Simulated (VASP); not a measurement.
# Os (P6/mmm) in VASP: a series of runs

The runs below take Os through single point, with PBE.

Program: VASP 6.6.1. These are calculated values, not measurements. Logs are shortened: lines on timing, memory, paths and dates and some standing lists are left out, and cuts for length are marked.

## (1) The cell of the first run

It takes space group P6/mmm (No. 191, hexagonal). Conventional cell: a = 2.337 Å, b = 2.337 Å, c = 2.196 Å, α = 90.00°, β = 90.00°, γ = 120.00°. Os (site symmetry 6/mmm) has 8 Os at 2.20 to 2.34 Å within 2.9 Å.

This isn't the form of Os at room conditions, which is hcp.

## (2) Single point, PBE

The input, INCAR:

```
ALGO = Normal
EDIFF = 1E-6
ENCUT = 520
GGA = PE
ISIF = 2
ISMEAR = -1
LASPH = True
LCHARG = False
LREAL = False
LWAVE = False
NBANDS = 10
NELM = 100
PREC = Accurate
SIGMA = 0.1
```

The input, KPOINTS:

```
k-points
0
Gamma
  19 19 17
```

The input, POSCAR:

```
Os
1.0
    2.3368579336      0.0000000000      0.0000000000
   -1.1684289668      2.0237783355      0.0000000000
    0.0000000000      0.0000000000      2.1961767502
Os
1
Direct
    0.0000000000      0.0000000000      0.0000000000
```

Potentials or basis: VASP PAW PBE potentials, release 64 (Os).

On the command line:

```bash
$ cat potpaw_PBE.64/Os/POTCAR > POTCAR
$ mpirun -np 1 vasp_std > vasp.out
```

OUTCAR:

```text
EDIFF = 1E-6
   ENCUT = 520
   GGA = PE
   ISIF = 2
   ISMEAR = -1
   LASPH = True
   LREAL = False
   NELM = 100
   PREC = Accurate

 ion  position               nearest neighbor table
   1  0.000  0.000  0.000-

  LATTYP: Found a hexagonal cell.
 ALAT       =     2.3368579336
 C/A-ratio  =     0.9397990005

  Lattice vectors:

 A1 = (   2.3368579336,   0.0000000000,   0.0000000000)
 A2 = (  -1.1684289668,   2.0237783355,   0.0000000000)
 A3 = (   0.0000000000,   0.0000000000,   2.1961767502)

Analysis of symmetry for initial positions (statically):
=====================================================================
 Subroutine PRICEL returns:
 Original cell was already a primitive cell.

 Routine SETGRP: Setting up the symmetry group for a
 hexagonal supercell.

 Subroutine GETGRP returns: Found 24 space group operations
 (whereof 24 operations were pure point group operations)
 out of a pool of 24 trial point group operations.

The static configuration has the point symmetry D_6h.

Analysis of symmetry for dynamics (positions and initial velocities):
=====================================================================
 Subroutine PRICEL returns:
 Original cell was already a primitive cell.

 Routine SETGRP: Setting up the symmetry group for a
 hexagonal supercell.

 Subroutine GETGRP returns: Found 24 space group operations
 (whereof 24 operations were pure point group operations)
 out of a pool of 24 trial point group operations.

The dynamic configuration has the point symmetry D_6h.

 Subroutine INISYM returns: Found 24 space group operations
 (whereof 24 operations are pure point group operations),
 and found     1 'primitive' translations

----------------------------------------------------------------------------------------

                                     Primitive cell

  volume of cell :      10.3863

  direct lattice vectors                    reciprocal lattice vectors
     2.336857934  0.000000000  0.000000000     0.427925029  0.247062631  0.000000000
    -1.168428967  2.023778335  0.000000000     0.000000000  0.494125262  0.000000000
     0.000000000  0.000000000  2.196176750     0.000000000  0.000000000  0.455336757

  length of vectors
     2.336857934  2.336857934  2.196176750     0.494125262  0.494125262  0.455336757

  position of ions in fractional coordinates (direct lattice)
     0.000000000  0.000000000  0.000000000

  ion indices of the primitive-cell ions
   primitive index   ion index
                 1           1

----------------------------------------------------------------------------------------

 KPOINTS: k-points

Automatic generation of k-mesh.
 Grid dimensions read from file:
 generate k-points for:   19   19   17

 Generating k-lattice:

  Cartesian coordinates                     Fractional coordinates (reciprocal lattice)
     0.022522370  0.013003296  0.000000000     0.052631579  0.000000000  0.000000000
     0.000000000  0.026006593  0.000000000     0.000000000  0.052631579  0.000000000
     0.000000000  0.000000000  0.026784515     0.000000000  0.000000000  0.058823529

  Length of vectors
     0.026006593  0.026006593  0.026784515

  Shift w.r.t. Gamma in fractional coordinates (k-lattice)
     0.000000000  0.000000000  0.000000000

 Subroutine IBZKPT returns following result:
 ===========================================

 Found    360 irreducible k-points:

 Following reciprocal coordinates:
            Coordinates               Weight
  0.000000  0.000000  0.000000      1.000000
  0.052632 -0.000000  0.000000      6.000000
  0.105263 -0.000000  0.000000      6.000000
  0.157895 -0.000000  0.000000      6.000000
  0.210526 -0.000000  0.000000      6.000000
  0.263158  0.000000  0.000000      6.000000
[... 16 lines left out ...]
  0.263158  0.105263  0.000000     12.000000
  0.315789  0.105263  0.000000     12.000000
 [... further k-points ...]
   k-points           NKPTS =    360   k-points in BZ     NKDIM =    360   number of bands    NBANDS=     10
   number of dos      NEDOS =    301   number of ions     NIONS =      1
   total plane-waves  NPLWV =   5184
   dimension x,y,z NGX =    18 NGY =   18 NGZ =   16
   dimension x,y,z NGXF=    36 NGYF=   36 NGZF=   32
   ions per type =               1
   NGX,Y,Z   is equivalent  to a cutoff of  12.81, 12.81, 12.11 a.u.
   NGXF,Y,Z  is equivalent  to a cutoff of  25.61, 25.61, 24.22 a.u.
 SYSTEM =  unknown system
   PREC   = accura    normal or accurate (medium, high low for compatibility)
   ISTART =      0    job   : 0-new  1-cont  2-samecut
   ICHARG =      2    charge: 1-file 2-atom 10-const
   ISPIN  =      1    spin polarized calculation?
   LNONCOLLINEAR =      F non collinear calculations
   LSORBIT =      F    spin-orbit coupling
   LASPH  =      T    aspherical Exc in radial PAW
   ENCUT  =  520.0 eV  38.22 Ry    6.18 a.u.   4.35  4.35  4.08*2*pi/ulx,y,z
   NELM   =    100;   NELMIN=  2; NELMDL= -5     # of ELM steps
   EDIFF  = 0.1E-05   stopping-criterion for ELM
   LREAL  =      F    real-space projection
   EDIFFG = 0.1E-04   stopping-criterion for IOM
   NSW    =      0    number of steps for IOM
   IBRION =     -1    ionic relax: 0-MD 1-quasi-New 2-CG
   NFREE  =      0    steps in history (QN), initial steepest desc. (CG)
   ISIF   =      2    stress and relaxation
   ISYM   =      2    0-nonsym 1-usesym 2-fastsym
   POTIM  = 0.5000    time-step for ionic-motion
   TEBEG  =    0.0;   TEEND  =   0.0 temperature during run
   PSTRESS=    0.0 pullay stress
   NELECT =       8.0000    total number of electrons
   NUPDOWN=      -1.0000    fix difference up-down
   EMIN   =  10.00;   EMAX   =-10.00  energy-range for DOS
   EFERMI =   0.00;   METHOD = LEGACY
   ISMEAR =    -1;   SIGMA  =   0.10  broadening in eV -4-tet -1-fermi 0-gaus
   EFERMI_NEDOS =   21; number of points for ismear=-14 and -15
   IALGO  =     38    algorithm
   IMIX   =      4    mixing-type and parameters
     AMIX     =   0.40;   BMIX     =  1.00
     AMIX_MAG =   1.60;   BMIX_MAG =  1.00
  volume/ion in A,a.u.               =      10.39        70.09
  Fermi-wavevector in a.u.,A,eV,Ry     =   1.500666  2.835847 30.640290  2.251998
  Thomas-Fermi vector in A             =   2.612137
   LORBIT       =      0    0 simple, 1 ext, 2 COOP (PROOUT), +10 PAW based schemes
   GGA     = PE    functional components
   LHFCALC =     F    Hartree Fock is set to
   AEXX    =    0.0000 exact exchange contribution
   IVDW    =     0    specifies the selected vdW correction
   LEPSILON=     F    determine dielectric tensor
   LRPA    =     F    only Hartree local field effects (RPA)
 non-spin polarized calculation
  energy-cutoff  :      520.00
  volume of cell :       10.39
 maximum number of plane-waves:       296
 NGX is ok and might be reduce to    18
   NGX =  9   NGY =  9   NGZ =  9

 number of electron       8.0000001 magnetization

 Free energy of the ion-electron system (eV)
  ---------------------------------------------------
  ext. energy  EPLUGINS =         0.00000000
  ---------------------------------------------------
  free energy    TOTEN  =        -6.21237462 eV

  energy without entropy =       -6.18625818  energy(sigma->0) =       -6.19931640

 E-fermi :  14.6906     XC(G=0): -15.7075

 val. band max:       14.6879626436   @ k =   0.2632   0.2632   0.1176
 cond. band min:      14.6960445392   @ k =   0.2632   0.1579   0.1765
 fundamental gap:      0.0080818957
 Fermi energy:        14.6906144072

 k-point     1 :       0.0000    0.0000    0.0000
  band No.  band energies     occupation
      1       1.1121      2.00000
      2       4.2370      2.00000
      3       9.9678      2.00000
      4       9.9678      2.00000
      5      19.7208      0.00000
      6      19.7208      0.00000
      7      28.5733      0.00000
      8      33.9264      0.00000
      9      41.6078      0.00000
     10      41.6078      0.00000

 k-point     2 :       0.0526   -0.0000    0.0000
  band No.  band energies     occupation
      1       1.3033      2.00000
      2       4.3265      2.00000
      3       9.7674      2.00000
      4      10.1532      2.00000
      5      19.4317      0.00000
      6      19.6768      0.00000
      7      29.0399      0.00000
      8      34.3604      0.00000
      9      40.2284      0.00000
     10      41.2619      0.00000

 k-point     3 :       0.1053   -0.0000    0.0000
  band No.  band energies     occupation
      1       1.8348      2.00000
      2       4.5926      2.00000
      3       9.2647      2.00000
      4      10.7031      2.00000
      5      18.6701      0.00000
      6      19.5510      0.00000
      7      30.3441      0.00000
      8      35.5398      0.00000
      9      37.9675      0.00000
     10      40.3813      0.00000

 k-point     4 :       0.1579   -0.0000    0.0000
  band No.  band energies     occupation
      1       2.5772      2.00000
      2       4.9980      2.00000
      3       8.7314      2.00000
      4      11.5982      2.00000
      5      17.6513      0.00000
      6      19.3607      0.00000
      7      32.2040      0.00000
      8      35.7643      0.00000
      9      37.1872      0.00000
     10      39.2216      0.00000
[... 222 lines left out ...]
 k-point    22 :       0.2105    0.1053    0.0000
  band No.  band energies     occupation
      1       4.3961      2.00000
      2       5.8809      2.00000
      3       8.3161      2.00000
      4      15.2919      0.00488
      5      15.4178      0.00139
      6      18.5316      0.00000
      7      31.3168      0.00000
      8      34.0900      0.00000
      9      39.4458      0.00000
     10      41.5718      0.00000

 k-point    23 :       0.2632    0.1053    0.0000
  band No.  band energies     occupation
      1       4.7097      2.00000
      2       5.7084      2.00000
      3       9.6294      2.00000
      4      14.6422      1.23726
      5      17.0291      0.00000
      6      18.2217      0.00000
      7      29.8340      0.00000
      8      33.0975      0.00000
      9      39.4366      0.00000
     10      42.6461      0.00000

 k-point    24 :       0.3158    0.1053    0.0000
  band No.  band energies     occupation
      1       4.5125      2.00000
      2       5.9413      2.00000
      3      11.1432      2.00000
      4      14.0221      1.99750
      5      17.9620      0.00000
      6      18.7160      0.00000
      7      28.6941      0.00000
      8      31.8905      0.00000
      9      37.8942      0.00000
     10      43.0142      0.00000

 [... further k-points ...]

------------------------ aborting loop because EDIFF is reached ----------------------------------------

  FORCE on cell =-STRESS in cart. coord.  units (eV):
  Direction    XX          YY          ZZ          XY          YZ          ZX
  --------------------------------------------------------------------------------------
  -------------------------------------------------------------------------------------
  Total       22.2379310     22.2379310     21.5029384      0.0000000     -0.0000000      0.0000000
  in kB     3430.3814644   3430.3814643   3317.0028969      0.0000000     -0.0000000      0.0000000
  external PRESSURE =    3392.5886085 kB  Pullay stress =       0.0000000 kB

 VOLUME and BASIS-vectors are now :
 -----------------------------------------------------------------------------
  energy-cutoff  :      520.00
  volume of cell :       10.39
      direct lattice vectors                 reciprocal lattice vectors
     2.336857934  0.000000000  0.000000000     0.427925029  0.247062631  0.000000000
    -1.168428967  2.023778335  0.000000000     0.000000000  0.494125262  0.000000000
     0.000000000  0.000000000  2.196176750     0.000000000  0.000000000  0.455336757

 POSITION                                       TOTAL-FORCE (eV/Angst)
 -----------------------------------------------------------------------------------
      0.00000      0.00000      0.00000         0.000000      0.000000      0.000000
 -----------------------------------------------------------------------------------
    total drift:                               -0.000000      0.000000      0.000000

  FREE ENERGIE OF THE ION-ELECTRON SYSTEM (eV)
  ---------------------------------------------------
  free  energy   TOTEN  =        -6.2123746204 eV

  energy  without entropy=       -6.1862581751  energy(sigma->0) =       -6.19931640
```

It took 14 s on 1 thread of AMD EPYC 9R45 (Zen 5), shared host; peak memory 0.12 GiB.

Results:

```yaml
Free_energy: -6.2124 eV
Pressure: 339.3 GPa
Band_gap_on_the_k_mesh: zero (bands 4 and 5 overlap by 8.00 eV)
```

Stress tensor (GPa, compression positive):
```
343.04   0.00   0.00
  0.00 343.04   0.00
  0.00   0.00 331.70
```

Caveat: the stress differs along the axes, from 332 to 343 GPa; spin-orbit coupling is left out, which moves the levels of the heavy elements.

## (3) Single point, PBE

The input, INCAR:

```
PREC = Accurate
ENCUT = 520
EDIFF = 1E-6
ISMEAR = -1
SIGMA = 0.1
LREAL = F
LASPH = T
NELM = 100
ALGO = Normal
ISIF = 2
LWAVE = F
LCHARG = F
GGA = PE
NBANDS = 10
```

The input, KPOINTS:

```
regular mesh
0
Gamma
  19 19 17
```

The input, POSCAR:

```
Os
1.0
    2.3363598841      0.0000000000      0.0000000000
   -1.1681799420      2.0233470120      0.0000000000
    0.0000000000      0.0000000000      2.1956244486
Os
1
Direct
    0.0000000000      0.0000000000      0.0000000000
```

Potentials or basis: VASP PAW PBE potentials, release 64 (Os).

On the command line:

```bash
$ cat potpaw_PBE.64/Os/POTCAR > POTCAR
$ mpirun -np 1 vasp_std > vasp.out
```

Run time: 14 s. Hardware: 1 thread of AMD EPYC 9R45 (Zen 5), shared host; peak memory 0.12 GiB.

Results (log left out):

- Free energy: -6.1975 eV
- Pressure: 340.3 GPa
- Band gap on the k mesh: zero (bands 4 and 5 overlap by 8.00 eV)

Stress tensor (GPa, compression positive):
```
344.08   0.00   0.00
  0.00 344.08   0.00
  0.00   0.00 332.74
```

Levels at points of the mesh, in eV from the Fermi level:
| k point | band 2 | band 3 | band 4 | band 5 | band 6 | band 7 |
| --- | --- | --- | --- | --- | --- | --- |
| (0.00, 0.00, 0.00) | -10.46 | -4.73 | -4.73 | 5.04 | 5.04 | 13.88 |

Caveat: the stress differs along the axes, from 333 to 344 GPa; spin-orbit coupling is left out, which moves the levels of the heavy elements.

(Part 1 of 2 ends here.)

The gap in the log of VASP goes by the Fermi energy; the results here count the filled bands.